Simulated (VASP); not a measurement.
# Ge (Fd-3m) in VASP: further runs, part 2 of 2

VASP 6.6.1. The steps go on from the part before.

## 3. Single point, r2SCAN+rVV10

This run uses another cell than the first one, of 24.00 Å³/atom.

Contents of POSCAR:

```
Ge
1.0
    0.0000000000      2.8843929095      2.8843929095
    2.8843929095      0.0000000000      2.8843929095
    2.8843929095      2.8843929095      0.0000000000
Ge
2
Direct
    0.7500000000      0.7500000000      0.7500000000
    0.5000000000      0.5000000000      0.5000000000
```

Contents of INCAR.step1:

```
  PREC = Accurate
  ENCUT = 520
  ISMEAR = -1
  SIGMA = 0.05
  LREAL = False
  LASPH = True
  NELM = 60
  NBANDS = 21
  GGA = PE
  ALGO = Normal
  EDIFF = 1E-4
  LWAVE = True
  LCHARG = False
```

Contents of INCAR.step2:

```
  PREC = Accurate
  ENCUT = 520
  EDIFF = 1E-7
  ISMEAR = -1
  SIGMA = 0.05
  LREAL = False
  LASPH = True
  NELM = 60
  ALGO = Normal
  ISIF = 2
  LWAVE = False
  LCHARG = True
  METAGGA = R2SCAN
  LMIXTAU = True
  LUSE_VDW = True
  IVDW_NL = 2
  BPARAM = 11.95
  CPARAM = 0.0093
  LELF = True
  LVHAR = True
  NBANDS = 21
  ISTART = 1
```

Contents of KPOINTS:

```
regular mesh
0
Gamma
  8 8 8
```

Potentials or basis: VASP PAW PBE potentials, release 64 (Ge_d).

Command:

```sh
$ cat potpaw_PBE.64/Ge_d/POTCAR > POTCAR
$ cp INCAR.step1 INCAR
$ mpirun -np 1 vasp_std > vasp.out
$ cp INCAR.step2 INCAR
$ mpirun -np 1 vasp_std > vasp.out
```

OUTCAR:

```text
PREC = Accurate
   ENCUT = 520
   EDIFF = 1E-7
   ISMEAR = -1
   LREAL = False
   LASPH = True
   NELM = 60
   ISIF = 2
   METAGGA = R2SCAN
   IVDW_NL = 2
   BPARAM = 11.95
   ISTART = 1

 ion  position               nearest neighbor table
   1  0.750  0.750  0.750-   2 2.50   2 2.50   2 2.50   2 2.50
   2  0.500  0.500  0.500-   1 2.50   1 2.50   1 2.50   1 2.50

  LATTYP: Found a face centered cubic cell.
 ALAT       =     5.7687858190

  Lattice vectors:

 A1 = (   0.0000000000,   2.8843929095,   2.8843929095)
 A2 = (   2.8843929095,   0.0000000000,   2.8843929095)
 A3 = (   2.8843929095,   2.8843929095,   0.0000000000)

Analysis of symmetry for initial positions (statically):
=====================================================================
 Subroutine PRICEL returns:
 Original cell was already a primitive cell.

 Routine SETGRP: Setting up the symmetry group for a
 face centered cubic supercell.

 Subroutine GETGRP returns: Found 48 space group operations
 (whereof 24 operations were pure point group operations)
 out of a pool of 48 trial point group operations.

The static configuration has the point symmetry T_d .
 The point group associated with its full space group is O_h .

Analysis of symmetry for dynamics (positions and initial velocities):
=====================================================================
 Subroutine PRICEL returns:
 Original cell was already a primitive cell.

 Routine SETGRP: Setting up the symmetry group for a
 face centered cubic supercell.

 Subroutine GETGRP returns: Found 48 space group operations
 (whereof 24 operations were pure point group operations)
 out of a pool of 48 trial point group operations.

The dynamic configuration has the point symmetry T_d .
 The point group associated with its full space group is O_h .

 Subroutine INISYM returns: Found 48 space group operations
 (whereof 24 operations are pure point group operations),
 and found     1 'primitive' translations

----------------------------------------------------------------------------------------

                                     Primitive cell

  volume of cell :      47.9947

  direct lattice vectors                    reciprocal lattice vectors
     0.000000000  2.884392909  2.884392909    -0.173346703  0.173346703  0.173346703
     2.884392909  0.000000000  2.884392909     0.173346703 -0.173346703  0.173346703
     2.884392909  2.884392909  0.000000000     0.173346703  0.173346703 -0.173346703

  length of vectors
     4.079147572  4.079147572  4.079147572     0.300245296  0.300245296  0.300245296

  position of ions in fractional coordinates (direct lattice)
     0.750000000  0.750000000  0.750000000
     0.500000000  0.500000000  0.500000000

  ion indices of the primitive-cell ions
   primitive index   ion index
                 1           1
                 2           2

----------------------------------------------------------------------------------------

 KPOINTS: regular mesh

Automatic generation of k-mesh.
 Grid dimensions read from file:
 generate k-points for:    8    8    8

 Generating k-lattice:

  Cartesian coordinates                     Fractional coordinates (reciprocal lattice)
    -0.021668338  0.021668338  0.021668338     0.125000000  0.000000000  0.000000000
     0.021668338 -0.021668338  0.021668338     0.000000000  0.125000000  0.000000000
     0.021668338  0.021668338 -0.021668338     0.000000000  0.000000000  0.125000000

  Length of vectors
     0.037530662  0.037530662  0.037530662

  Shift w.r.t. Gamma in fractional coordinates (k-lattice)
     0.000000000  0.000000000  0.000000000

 Subroutine IBZKPT returns following result:
 ===========================================

 Found     29 irreducible k-points:

 Following reciprocal coordinates:
            Coordinates               Weight
  0.000000  0.000000  0.000000      1.000000
  0.125000  0.000000  0.000000      8.000000
  0.250000  0.000000  0.000000      8.000000
  0.375000  0.000000  0.000000      8.000000
  0.500000  0.000000  0.000000      4.000000
  0.125000  0.125000  0.000000      6.000000
[... 16 lines left out ...]
  0.500000  0.250000  0.125000     48.000000
 -0.375000  0.250000  0.125000     24.000000
 [... further k-points ...]
   k-points           NKPTS =     29   k-points in BZ     NKDIM =     29   number of bands    NBANDS=     21
   number of dos      NEDOS =    301   number of ions     NIONS =      2
   total plane-waves  NPLWV =  27000
   dimension x,y,z NGX =    30 NGY =   30 NGZ =   30
   dimension x,y,z NGXF=    60 NGYF=   60 NGZF=   60
   ions per type =               2
   NGX,Y,Z   is equivalent  to a cutoff of  12.23, 12.23, 12.23 a.u.
   NGXF,Y,Z  is equivalent  to a cutoff of  24.45, 24.45, 24.45 a.u.
 SYSTEM =  unknown system
   PREC   = accura    normal or accurate (medium, high low for compatibility)
   ISTART =      1    job   : 0-new  1-cont  2-samecut
   ICHARG =      0    charge: 1-file 2-atom 10-const
   ISPIN  =      1    spin polarized calculation?
   LNONCOLLINEAR =      F non collinear calculations
   LSORBIT =      F    spin-orbit coupling
   LASPH  =      T    aspherical Exc in radial PAW
   ENCUT  =  520.0 eV  38.22 Ry    6.18 a.u.   7.58  7.58  7.58*2*pi/ulx,y,z
   NELM   =     60;   NELMIN=  2; NELMDL=  0     # of ELM steps
   EDIFF  = 0.1E-06   stopping-criterion for ELM
   LREAL  =      F    real-space projection
   EDIFFG = 0.1E-05   stopping-criterion for IOM
   NSW    =      0    number of steps for IOM
   IBRION =     -1    ionic relax: 0-MD 1-quasi-New 2-CG
   NFREE  =      0    steps in history (QN), initial steepest desc. (CG)
   ISIF   =      2    stress and relaxation
   ISYM   =      2    0-nonsym 1-usesym 2-fastsym
   POTIM  = 0.5000    time-step for ionic-motion
   TEBEG  =    0.0;   TEEND  =   0.0 temperature during run
   PSTRESS=    0.0 pullay stress
   NELECT =      28.0000    total number of electrons
   NUPDOWN=      -1.0000    fix difference up-down
   EMIN   =  10.00;   EMAX   =-10.00  energy-range for DOS
   EFERMI =   0.00;   METHOD = LEGACY
   ISMEAR =    -1;   SIGMA  =   0.05  broadening in eV -4-tet -1-fermi 0-gaus
   EFERMI_NEDOS =   21; number of points for ismear=-14 and -15
   IALGO  =     38    algorithm
   IMIX   =      4    mixing-type and parameters
     AMIX     =   0.40;   BMIX     =  1.00
     AMIX_MAG =   1.60;   BMIX_MAG =  1.00
  volume/ion in A,a.u.               =      24.00       161.94
  Fermi-wavevector in a.u.,A,eV,Ry     =   1.367928  2.585008 25.459572  1.871226
  Thomas-Fermi vector in A             =   2.493937
   LORBIT       =      0    0 simple, 1 ext, 2 COOP (PROOUT), +10 PAW based schemes
   METAGGA = R2SCAN    functional components
   LHFCALC =     F    Hartree Fock is set to
   AEXX    =    0.0000 exact exchange contribution
   IVDW_NL    =     2    kernel type
   BPARAM     =11.9500
   IVDW    =     0    specifies the selected vdW correction
   LEPSILON=     F    determine dielectric tensor
   LRPA    =     F    only Hartree local field effects (RPA)
 non-spin polarized calculation
  energy-cutoff  :      520.00
  volume of cell :       47.99
 maximum number of plane-waves:      1308
   NGX = 15   NGY = 15   NGZ = 15

 number of electron      27.9999976 magnetization

 Free energy of the ion-electron system (eV)
  ---------------------------------------------------
  ext. energy  EPLUGINS =         0.00000000
  ---------------------------------------------------
  free energy    TOTEN  =       -26.87142277 eV

  energy without entropy =      -26.87090859  energy(sigma->0) =      -26.87116568

 E-fermi :   4.2655     XC(G=0): -10.5779

 val. band max:        4.2335890022   @ k =   0.0000   0.0000   0.0000
 cond. band min:       4.4667726737   @ k =   0.5000   0.0000   0.0000
 fundamental gap:      0.2331836715
 Fermi energy:         4.2654774831

 k-point     1 :       0.0000    0.0000    0.0000
  band No.  band energies     occupation
      1     -21.1728      2.00000
      2     -21.1728      2.00000
      3     -21.1728      2.00000
      4     -21.1377      2.00000
      5     -21.1377      2.00000
      6     -20.9504      2.00000
[... 13 lines left out ...]
     20      14.0047      0.00000
     21      14.0047      0.00000
[... 529 lines left out ...]
 k-point    24 :      -0.3750    0.2500    0.1250
  band No.  band energies     occupation
      1     -21.2138      2.00000
      2     -21.2033      2.00000
      3     -21.1287      2.00000
      4     -21.0818      2.00000
      5     -21.0696      2.00000
      6     -21.0214      2.00000
[... 13 lines left out ...]
     20      15.5809      0.00000
     21      15.9770      0.00000

 [... further k-points ...]

------------------------ aborting loop because EDIFF is reached ----------------------------------------

  FORCE on cell =-STRESS in cart. coord.  units (eV):
  Direction    XX          YY          ZZ          XY          YZ          ZX
  --------------------------------------------------------------------------------------
  -------------------------------------------------------------------------------------
  Total       -1.1380876     -1.1380876     -1.1380876      0.0000000     -0.0000000      0.0000000
  in kB      -37.9920755    -37.9920755    -37.9920755      0.0000000     -0.0000000      0.0000000
  external PRESSURE =     -37.9920755 kB  Pullay stress =       0.0000000 kB

 VOLUME and BASIS-vectors are now :
 -----------------------------------------------------------------------------
  energy-cutoff  :      520.00
  volume of cell :       47.99
      direct lattice vectors                 reciprocal lattice vectors
     0.000000000  2.884392909  2.884392909    -0.173346703  0.173346703  0.173346703
     2.884392909  0.000000000  2.884392909     0.173346703 -0.173346703  0.173346703
     2.884392909  2.884392909  0.000000000     0.173346703  0.173346703 -0.173346703

 POSITION                                       TOTAL-FORCE (eV/Angst)
 -----------------------------------------------------------------------------------
      4.32659      4.32659      4.32659         0.000000      0.000000     -0.000000
      2.88439      2.88439      2.88439        -0.000000     -0.000000      0.000000
 -----------------------------------------------------------------------------------
    total drift:                                0.000000     -0.000000     -0.000000

  FREE ENERGIE OF THE ION-ELECTRON SYSTEM (eV)
  ---------------------------------------------------
  free  energy   TOTEN  =       -26.8714227732 eV

  energy  without entropy=      -26.8709085871  energy(sigma->0) =      -26.87116568
```

It took 1.9 min on 1 thread of Intel Xeon Platinum 8488C (Sapphire Rapids), shared host; peak memory 0.29 GiB.

What came out:

```yaml
Free_energy: -26.8714 eV
Pressure: -3.8 GPa
Band_gap_on_the_k_mesh: zero (filled and empty bands touch)
```

Caveat: the cell stands under tension; semilocal functionals underestimate gaps, so a narrow gap can read as zero; the PAW data sets were made with another functional, which shifts forces and pressure a little.
